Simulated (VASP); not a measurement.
AlGa4P: single point with PBEsol

The system is AlGa4P.

```
Al P Ga
1.0
    -2.94092    2.94092    4.00207
     2.94092   -2.94092    4.00207
     2.94092    2.94092   -4.00207
Al P Ga
1 1 4
Direct
  0.00000 0.00000 0.00000
  0.25000 0.75000 0.50000
  0.36800 0.38990 0.49790
  0.61010 0.10800 0.97810
  0.89200 0.87010 0.50210
  0.12990 0.63200 0.02190
```

* Program: VASP 6.6.1
* Task: single point
* Functional: PBEsol
* Potentials or basis: VASP PAW PBE potentials, release 64 (Al, P, Ga_d)
* Cutoff: 520 eV
* k mesh: 6 × 6 × 6
* Occupations: fermi-dirac, width 0.0159 eV
* Spin: no spin polarisation
* Dipole correction: no
* k mesh for the DOS: 9 × 9 × 9
* Occupations for the DOS: tetrahedron
* Further INCAR settings: ALGO = Normal; EDIFF = 1e-06

```yaml
Valence_electrons_inside_the_program's_atomic_spheres: Al 0.89; P 2.62; Ga 11.66
```

Levels at points of the mesh, in eV from the Fermi level:
```csv
k point,band 26,band 27,band 28,band 29,band 30,band 31,band 32,band 33,band 34,band 35
"(0.00, 0.00, 0.00)",-3.17,-3.17,-2.40,-2.04,-1.58,-0.03,-0.03,0.69,2.82,3.14
```

Wall time 19 min on 1 thread of Oxide Virtual Turin-like Processor (shared host), peak memory 0.57 GiB.
